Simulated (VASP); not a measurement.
TePbI6: single point with PBEsol

The system is TePbI6.

```
CELL_PARAMETERS angstrom
4.53091 -0.05832 0.00435
-0.05830 4.54970 -0.00275
0.01527 -0.01538 14.57500
ATOMIC_POSITIONS crystal
Te 0.99516 0.00683 0.47680
Pb 0.03481 0.96870 0.07900
I 0.49875 0.50422 0.99601
I 0.49524 0.50676 0.48674
I 0.50741 0.99676 0.23944
I 0.49379 0.00820 0.73778
I 0.00595 0.49538 0.23910
I 0.99386 0.50823 0.73778
```

```
Program             : VASP 6.6.1
Task                : single point
Functional          : PBEsol
Potentials or basis : VASP PAW PBE potentials, release 64 (Te, Pb_d, I)
Cutoff              : 520 eV
k mesh              : 4 × 4 × 2
Occupations         : fermi-dirac, width 0.05 eV
Spin                : no spin polarisation
```

```json
{
 "Pressure": "0.0 GPa",
 "Largest force": "0.008 eV/Å",
 "Band gap on the k mesh": "zero (bands 31 and 32 overlap by 2.78 eV)"
}
```

Forces in eV/Å, atoms in the order of the input:
```
Te   0.001 -0.001  0.004
Pb  -0.003  0.001 -0.007
I    0.004 -0.003 -0.003
I    0.000  0.000  0.003
I   -0.002  0.000  0.002
I    0.001  0.001  0.000
I    0.000  0.002  0.002
I   -0.001  0.000 -0.001
```

Levels at points of the mesh, in eV from the Fermi level:
```csv
k point,band 28,band 29,band 30,band 31,band 32,band 33,band 34,band 35
"(0.00, 0.00, 0.00)",-0.08,-0.05,0.38,0.43,0.90,1.23,1.27,1.75
"(0.50, 0.00, 0.00)",-2.02,-1.95,-1.65,-1.38,-1.28,-1.21,-0.57,1.56
"(0.00, 0.50, 0.00)",-2.01,-1.94,-1.64,-1.37,-1.25,-1.19,-0.56,1.58
"(0.50, 0.50, 0.00)",-0.85,1.15,1.23,1.50,1.53,1.85,2.31,2.58
"(0.00, 0.00, 0.50)",-0.08,-0.04,0.38,0.43,0.90,1.19,1.25,1.75
"(0.50, 0.00, 0.50)",-1.99,-1.83,-1.70,-1.54,-1.26,-1.09,-0.55,1.56
"(0.00, 0.50, 0.50)",-1.97,-1.82,-1.69,-1.53,-1.24,-1.08,-0.55,1.59
"(0.50, 0.50, 0.50)",-0.83,1.15,1.18,1.50,1.53,1.85,2.33,2.62
```

It took 2.5 min on 1 thread of AMD EPYC 9R45 96-Core Processor (Zen 5) (shared host), peak memory 0.46 GiB.

Caveat: the PAW data sets were made with another functional, which shifts forces and pressure a little; spin-orbit coupling is left out, which moves the levels of the heavy elements.
